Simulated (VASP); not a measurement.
# Re (Fm-3m) in VASP: a series of runs

Re is run at these levels: revPBE; tasks: single point.

Program: VASP 6.6.1. These are calculated values, not measurements. Logs are shortened: lines on timing, memory, paths and dates and some standing lists are left out, and cuts for length are marked.

### Step 1. The cell of the first run

Symmetry: Fm-3m, No. 225, cubic system. The conventional cell has a = 3.977 Å, b = 3.977 Å, c = 3.977 Å, α = 90.00°, β = 90.00°, γ = 90.00°. Within 3.7 Å of Re (site symmetry m-3m) lie 12 Re at 2.81 Å.

### Step 2. Single point, revPBE (volume scaled by 1.04)

Contents of INCAR:

```
SYSTEM = Re
  PREC = Accurate
  ENCUT = 520
  EDIFF = 1E-6
  ISMEAR = -1
  SIGMA = 0.1
  LREAL = .False.
  LASPH = .True.
  NELM = 100
  ALGO = Normal
  ISIF = 2
  LWAVE = .False.
  LCHARG = .False.
  GGA = RE
  NBANDS = 10
```

Contents of KPOINTS:

```
regular mesh
0
Gamma
  16 16 16
  0 0 0
```

Contents of POSCAR:

```
Re
1.0
    0.0000000000      1.9885037444      1.9885037444
    1.9885037444      0.0000000000      1.9885037444
    1.9885037444      1.9885037444      0.0000000000
Re
1
Direct
    0.0000000000      0.0000000000      0.0000000000
```

Potentials or basis: VASP PAW PBE potentials, release 64 (Re).

The run is started by

```sh
$ cat potpaw_PBE.64/Re/POTCAR > POTCAR
$ mpirun -np 1 vasp_std > vasp.out
```

OUTCAR:

```text
SYSTEM = Re
   PREC = Accurate
   ENCUT = 520
   EDIFF = 1E-6
   ISMEAR = -1
   LREAL = .False.
   LASPH = .True.
   NELM = 100
   ISIF = 2
   GGA = RE

 ion  position               nearest neighbor table
   1  0.000  0.000  0.000-

  LATTYP: Found a face centered cubic cell.
 ALAT       =     3.9770074888

  Lattice vectors:

 A1 = (   0.0000000000,   1.9885037444,   1.9885037444)
 A2 = (   1.9885037444,   0.0000000000,   1.9885037444)
 A3 = (   1.9885037444,   1.9885037444,   0.0000000000)

Analysis of symmetry for initial positions (statically):
=====================================================================
 Subroutine PRICEL returns:
 Original cell was already a primitive cell.

 Routine SETGRP: Setting up the symmetry group for a
 face centered cubic supercell.

 Subroutine GETGRP returns: Found 48 space group operations
 (whereof 48 operations were pure point group operations)
 out of a pool of 48 trial point group operations.

The static configuration has the point symmetry O_h .

Analysis of symmetry for dynamics (positions and initial velocities):
=====================================================================
 Subroutine PRICEL returns:
 Original cell was already a primitive cell.

 Routine SETGRP: Setting up the symmetry group for a
 face centered cubic supercell.

 Subroutine GETGRP returns: Found 48 space group operations
 (whereof 48 operations were pure point group operations)
 out of a pool of 48 trial point group operations.

The dynamic configuration has the point symmetry O_h .

 Subroutine INISYM returns: Found 48 space group operations
 (whereof 48 operations are pure point group operations),
 and found     1 'primitive' translations

----------------------------------------------------------------------------------------

                                     Primitive cell

  volume of cell :      15.7257

  direct lattice vectors                    reciprocal lattice vectors
     0.000000000  1.988503744  1.988503744    -0.251445340  0.251445340  0.251445340
     1.988503744  0.000000000  1.988503744     0.251445340 -0.251445340  0.251445340
     1.988503744  1.988503744  0.000000000     0.251445340  0.251445340 -0.251445340

  length of vectors
     2.812168964  2.812168964  2.812168964     0.435516104  0.435516104  0.435516104

  position of ions in fractional coordinates (direct lattice)
     0.000000000  0.000000000  0.000000000

  ion indices of the primitive-cell ions
   primitive index   ion index
                 1           1

----------------------------------------------------------------------------------------

 KPOINTS: regular mesh

Automatic generation of k-mesh.
 Grid dimensions read from file:
 generate k-points for:   16   16   16

 Generating k-lattice:

  Cartesian coordinates                     Fractional coordinates (reciprocal lattice)
    -0.015715334  0.015715334  0.015715334     0.062500000  0.000000000  0.000000000
     0.015715334 -0.015715334  0.015715334     0.000000000  0.062500000  0.000000000
     0.015715334  0.015715334 -0.015715334     0.000000000  0.000000000  0.062500000

  Length of vectors
     0.027219757  0.027219757  0.027219757

  Shift w.r.t. Gamma in fractional coordinates (k-lattice)
     0.000000000  0.000000000  0.000000000

 Subroutine IBZKPT returns following result:
 ===========================================

 Found    145 irreducible k-points:

 Following reciprocal coordinates:
            Coordinates               Weight
  0.000000  0.000000  0.000000      1.000000
  0.062500  0.000000  0.000000      8.000000
  0.125000  0.000000  0.000000      8.000000
  0.187500  0.000000  0.000000      8.000000
  0.250000  0.000000  0.000000      8.000000
  0.312500  0.000000  0.000000      8.000000
[... 16 lines left out ...]
 -0.125000  0.062500  0.000000     24.000000
 -0.062500  0.062500  0.000000     12.000000
 [... further k-points ...]
   k-points           NKPTS =    145   k-points in BZ     NKDIM =    145   number of bands    NBANDS=     10
   number of dos      NEDOS =    301   number of ions     NIONS =      1
   total plane-waves  NPLWV =  13824
   dimension x,y,z NGX =    24 NGY =   24 NGZ =   24
   dimension x,y,z NGXF=    48 NGYF=   48 NGZF=   48
   ions per type =               1
   NGX,Y,Z   is equivalent  to a cutoff of  14.19, 14.19, 14.19 a.u.
   NGXF,Y,Z  is equivalent  to a cutoff of  28.38, 28.38, 28.38 a.u.
 SYSTEM =  Re
   PREC   = accura    normal or accurate (medium, high low for compatibility)
   ISTART =      0    job   : 0-new  1-cont  2-samecut
   ICHARG =      2    charge: 1-file 2-atom 10-const
   ISPIN  =      1    spin polarized calculation?
   LNONCOLLINEAR =      F non collinear calculations
   LSORBIT =      F    spin-orbit coupling
   LASPH  =      T    aspherical Exc in radial PAW
   ENCUT  =  520.0 eV  38.22 Ry    6.18 a.u.   5.23  5.23  5.23*2*pi/ulx,y,z
   NELM   =    100;   NELMIN=  2; NELMDL= -5     # of ELM steps
   EDIFF  = 0.1E-05   stopping-criterion for ELM
   LREAL  =      F    real-space projection
   EDIFFG = 0.1E-04   stopping-criterion for IOM
   NSW    =      0    number of steps for IOM
   IBRION =     -1    ionic relax: 0-MD 1-quasi-New 2-CG
   NFREE  =      0    steps in history (QN), initial steepest desc. (CG)
   ISIF   =      2    stress and relaxation
   ISYM   =      2    0-nonsym 1-usesym 2-fastsym
   POTIM  = 0.5000    time-step for ionic-motion
   TEBEG  =    0.0;   TEEND  =   0.0 temperature during run
   PSTRESS=    0.0 pullay stress
   NELECT =       7.0000    total number of electrons
   NUPDOWN=      -1.0000    fix difference up-down
   EMIN   =  10.00;   EMAX   =-10.00  energy-range for DOS
   EFERMI =   0.00;   METHOD = LEGACY
   ISMEAR =    -1;   SIGMA  =   0.10  broadening in eV -4-tet -1-fermi 0-gaus
   EFERMI_NEDOS =   21; number of points for ismear=-14 and -15
   IALGO  =     38    algorithm
   IMIX   =      4    mixing-type and parameters
     AMIX     =   0.40;   BMIX     =  1.00
     AMIX_MAG =   1.60;   BMIX_MAG =  1.00
  volume/ion in A,a.u.               =      15.73       106.12
  Fermi-wavevector in a.u.,A,eV,Ry     =   1.249984  2.362127 21.258557  1.562460
  Thomas-Fermi vector in A             =   2.383999
   LORBIT       =      0    0 simple, 1 ext, 2 COOP (PROOUT), +10 PAW based schemes
   GGA     = RE    functional components
   LHFCALC =     F    Hartree Fock is set to
   AEXX    =    0.0000 exact exchange contribution
   IVDW    =     0    specifies the selected vdW correction
   LEPSILON=     F    determine dielectric tensor
   LRPA    =     F    only Hartree local field effects (RPA)
 non-spin polarized calculation
  energy-cutoff  :      520.00
  volume of cell :       15.73
 maximum number of plane-waves:       444
 NGX is ok and might be reduce to    24
   NGX = 11   NGY = 11   NGZ = 11

 number of electron       7.0000000 magnetization

 Free energy of the ion-electron system (eV)
  ---------------------------------------------------
  ext. energy  EPLUGINS =         0.00000000
  ---------------------------------------------------
  free energy    TOTEN  =       -11.86926609 eV

  energy without entropy =      -11.84223571  energy(sigma->0) =      -11.85575090

 E-fermi :   7.4066     XC(G=0): -13.3450

 val. band max:        7.3957763595   @ k =   0.1875   0.1250   0.0000
 cond. band min:       7.4416212910   @ k =  -0.2500   0.3125   0.0625
 fundamental gap:      0.0458449315
 Fermi energy:         7.4066320536

 k-point     1 :       0.0000    0.0000    0.0000
  band No.  band energies     occupation
      1      -2.2580      2.00000
      2       5.6598      2.00000
      3       5.6598      2.00000
      4       5.6598      2.00000
      5       8.5429      0.00002
      6       8.5429      0.00002
      7      21.2102      0.00000
      8      26.5098      0.00000
      9      26.5098      0.00000
     10      26.5098      0.00000

 k-point     2 :       0.0625    0.0000    0.0000
  band No.  band energies     occupation
      1      -2.0895      2.00000
      2       5.5473      2.00000
      3       5.7378      2.00000
      4       5.7378      2.00000
      5       8.4826      0.00004
      6       8.4826      0.00004
      7      21.5331      0.00000
      8      25.6292      0.00000
      9      26.8121      0.00000
     10      26.8121      0.00000

 k-point     3 :       0.1250    0.0000    0.0000
  band No.  band energies     occupation
      1      -1.6055      2.00000
      2       5.2676      2.00000
      3       5.9322      2.00000
      4       5.9322      2.00000
      5       8.3626      0.00014
      6       8.3626      0.00014
      7      22.3791      0.00000
      8      24.1220      0.00000
      9      27.6833      0.00000
     10      27.6833      0.00000

 k-point     4 :       0.1875    0.0000    0.0000
  band No.  band energies     occupation
      1      -0.8800      2.00000
      2       4.9695      2.00000
      3       6.1073      2.00000
      4       6.1073      2.00000
      5       8.3642      0.00014
      6       8.3642      0.00014
      7      22.3378      0.00000
      8      23.7984      0.00000
      9      29.0249      0.00000
     10      29.0250      0.00000

 k-point     5 :       0.2500    0.0000    0.0000
  band No.  band energies     occupation
      1      -0.0695      2.00000
      2       4.8658      2.00000
      3       6.0941      2.00000
      4       6.0941      2.00000
      5       8.6911      0.00001
      6       8.6911      0.00001
      7      21.0075      0.00000
      8      24.3368      0.00000
      9      30.6250      0.00000
     10      30.6905      0.00000

 k-point     6 :       0.3125    0.0000    0.0000
  band No.  band energies     occupation
      1       0.5773      2.00000
      2       5.2027      2.00000
      3       5.9113      2.00000
      4       5.9113      2.00000
      5       9.3173      0.00000
      6       9.3173      0.00000
      7      19.6931      0.00000
      8      23.3915      0.00000
      9      30.3636      0.00000
     10      30.3697      0.00000

 k-point     7 :       0.3750    0.0000    0.0000
  band No.  band energies     occupation
      1       0.8976      2.00000
      2       5.6955      2.00000
      3       5.6955      2.00000
      4       6.0485      2.00000
      5      10.0355      0.00000
      6      10.0355      0.00000
      7      18.3291      0.00000
      8      21.9388      0.00000
      9      28.5147      0.00000
     10      28.5147      0.00000

 k-point     8 :       0.4375    0.0000    0.0000
  band No.  band energies     occupation
      1       0.9877      2.00000
      2       5.5383      2.00000
      3       5.5383      2.00000
      4       7.0423      1.94902
      5      10.6131      0.00000
      6      10.6131      0.00000
      7      17.0324      0.00000
      8      21.0006      0.00000
      9      27.2113      0.00000
     10      27.2113      0.00000

 k-point     9 :       0.5000    0.0000    0.0000
  band No.  band energies     occupation
      1       0.9998      2.00000
      2       5.4820      2.00000
      3       5.4820      2.00000
      4       7.5148      0.50649
      5      10.8374      0.00000
      6      10.8374      0.00000
      7      16.4437      0.00000
      8      20.7045      0.00000
      9      26.7430      0.00000
     10      26.7430      0.00000
[... 118 lines left out ...]
 k-point    19 :      -0.3750    0.0625    0.0000
  band No.  band energies     occupation
      1       1.0970      2.00000
      2       5.4981      2.00000
      3       5.7322      2.00000
      4       6.1677      1.99999
      5       9.9007      0.00000
      6      10.8792      0.00000
      7      17.8857      0.00000
      8      21.7897      0.00000
      9      27.0018      0.00000
     10      28.5916      0.00000

 k-point    20 :      -0.3125    0.0625    0.0000
  band No.  band energies     occupation
      1       0.8727      2.00000
      2       5.2594      2.00000
      3       5.7364      2.00000
      4       5.9353      2.00000
      5       9.1011      0.00000
      6      10.2039      0.00000
      7      19.3874      0.00000
      8      23.0240      0.00000
      9      28.1267      0.00000
     10      30.6753      0.00000

 k-point    21 :      -0.2500    0.0625    0.0000
  band No.  band energies     occupation
      1       0.3222      2.00000
      2       4.7776      2.00000
      3       5.9833      2.00000
      4       6.1623      1.99999
      5       8.3697      0.00013
      6       9.4806      0.00000
      7      20.7743      0.00000
      8      24.3259      0.00000
      9      29.1490      0.00000
     10      29.6815      0.00000

 k-point    22 :      -0.1875    0.0625    0.0000
  band No.  band energies     occupation
      1      -0.4693      2.00000
      2       4.7797      2.00000
      3       6.1300      1.99999
      4       6.2514      1.99998
      5       7.9496      0.00873
      6       8.9178      0.00000
      7      22.1070      0.00000
      8      24.2561      0.00000
      9      28.2981      0.00000
     10      30.5659      0.00000

 k-point    23 :      -0.1250    0.0625    0.0000
  band No.  band energies     occupation
      1      -1.2440      2.00000
      2       5.0435      2.00000
      3       6.0802      2.00000
      4       6.0804      2.00000
      5       7.9815      0.00635
      6       8.6394      0.00001
      7      22.9494      0.00000
      8      23.6907      0.00000
      9      27.3138      0.00000
     10      28.8275      0.00000

 k-point    24 :      -0.0625    0.0625    0.0000
  band No.  band energies     occupation
      1      -1.8149      2.00000
      2       5.3528      2.00000
      3       5.8486      2.00000
      4       5.8948      2.00000
      5       8.2383      0.00049
      6       8.5595      0.00002
      7      22.0443      0.00000
      8      24.8751      0.00000
      9      26.7540      0.00000
     10      27.5641      0.00000

 [... further k-points ...]
[... 5 lines left out ...]
  --------------------------------------------------------------------------------------
  -------------------------------------------------------------------------------------
  Total       -1.3417486     -1.3417486     -1.3417486      0.0000000     -0.0000000     -0.0000000
  in kB     -136.7012502   -136.7012502   -136.7012502      0.0000000     -0.0000000     -0.0000000
  external PRESSURE =    -136.7012502 kB  Pullay stress =       0.0000000 kB

 VOLUME and BASIS-vectors are now :
 -----------------------------------------------------------------------------
  energy-cutoff  :      520.00
  volume of cell :       15.73
      direct lattice vectors                 reciprocal lattice vectors
     0.000000000  1.988503744  1.988503744    -0.251445340  0.251445340  0.251445340
     1.988503744  0.000000000  1.988503744     0.251445340 -0.251445340  0.251445340
     1.988503744  1.988503744  0.000000000     0.251445340  0.251445340 -0.251445340

 POSITION                                       TOTAL-FORCE (eV/Angst)
 -----------------------------------------------------------------------------------
      0.00000      0.00000      0.00000        -0.000000      0.000000     -0.000000
 -----------------------------------------------------------------------------------
    total drift:                               -0.000000      0.000000     -0.000000

  FREE ENERGIE OF THE ION-ELECTRON SYSTEM (eV)
  ---------------------------------------------------
  free  energy   TOTEN  =       -11.8692660862 eV

  energy  without entropy=      -11.8422357135  energy(sigma->0) =      -11.85575090
```

Run time: 32 s. Hardware: 1 thread of AMD EPYC 7R13, shared host; peak memory 0.13 GiB.

What came out:

| Item | Value |
| --- | --- |
| Free energy | -11.8693 eV |
| Pressure | -13.7 GPa |

Caveat: the PAW data sets were made with another functional, which shifts forces and pressure a little; spin-orbit coupling is left out, which moves the levels of the heavy elements.

[end of part 1 of 2]
